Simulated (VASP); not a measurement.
# Sb: relaxation of cell and atoms with PBEsol

Crystal: Sb.

```xyz
1
Lattice="0.0000 2.3712 2.3712 2.3712 0.0000 2.3712 2.3712 2.3712 0.0000" Properties=species:S:1:pos:R:3 pbc="T T T"
Sb    0.0000    0.0000    0.0000
```

* Program: VASP 6.6.1
* Task: relaxation of cell and atoms
* Functional: PBEsol
* Potentials or basis: VASP PAW PBE potentials, release 64 (Sb)
* Cutoff: 600 eV
* k mesh: 10 × 10 × 10
* Occupations: fermi-dirac, width 0.05 eV
* Spin: no spin polarisation
* Target pressure: 5 GPa
* Dipole correction: no
* Further INCAR settings: ALGO = Normal; EDIFF = 1e-07; IBRION = 2; EDIFFG = -0.01; NSW = 80; ISIF = 3

The relaxed volume is 24.46 Å³/atom. The relaxed cell is a = 3.258 Å, b = 3.258 Å, c = 3.258 Å, α = 60.00°, β = 60.00°, γ = 60.00°, the space group after relaxing (to 0.05 Å) is Fm-3m (No. 225) and the energy change on relaxing (the enthalpy is what falls) is +22.2 meV/atom. The ionic steps are 6 and the pressure after relaxing is 5.0 GPa.

Step by step:
| step | energy change (eV) | largest force (eV/Å) | pressure (GPa) | volume (Å³) |
| --- | --- | --- | --- | --- |
| 1 | 0.0000 | 0.0000 | -1.24 | 26.67 |
| 2 | 0.1050 | 0.0000 | 11.95 | 22.86 |
| 3 | 0.0215 | 0.0000 | 4.93 | 24.48 |
| 4 | 0.0229 | 0.0000 | 5.09 | 24.44 |
| 5 | 0.0215 | 0.0000 | 4.93 | 24.48 |
| 6 | 0.0222 | 0.0000 | 5.01 | 24.46 |

Final structure:
```yaml
crystal:
  lattice:
    - [0.00000, 2.30390, 2.30390]
    - [2.30390, 0.00000, 2.30390]
    - [2.30390, 2.30390, 0.00000]
  atoms:
    - { symbol: Sb, position: [0.00000, 0.00000, 0.00000] }
```

Levels at points of the mesh, in eV from the Fermi level:
| k point | band 1 | band 2 | band 3 | band 4 | band 5 |
| --- | --- | --- | --- | --- | --- |
| (0.00, 0.00, 0.00) | -13.69 | 6.09 | 6.09 | 6.09 | 10.28 |
| (0.50, 0.00, 0.00) | -9.38 | -6.43 | 4.15 | 4.15 | 8.88 |
| (0.50, 0.50, 0.00) | -7.47 | -5.43 | 0.43 | 0.43 | 4.27 |

Wall time 26 s on 1 thread of Intel Xeon 6975P-C, with other jobs on the host, peak memory 0.16 GiB.

Caveat: the cell is relaxed towards a set pressure, so the enthalpy falls and the energy may rise; the PAW data sets were made with another functional, which shifts forces and pressure a little; spin-orbit coupling is left out, which moves the levels of the heavy elements.
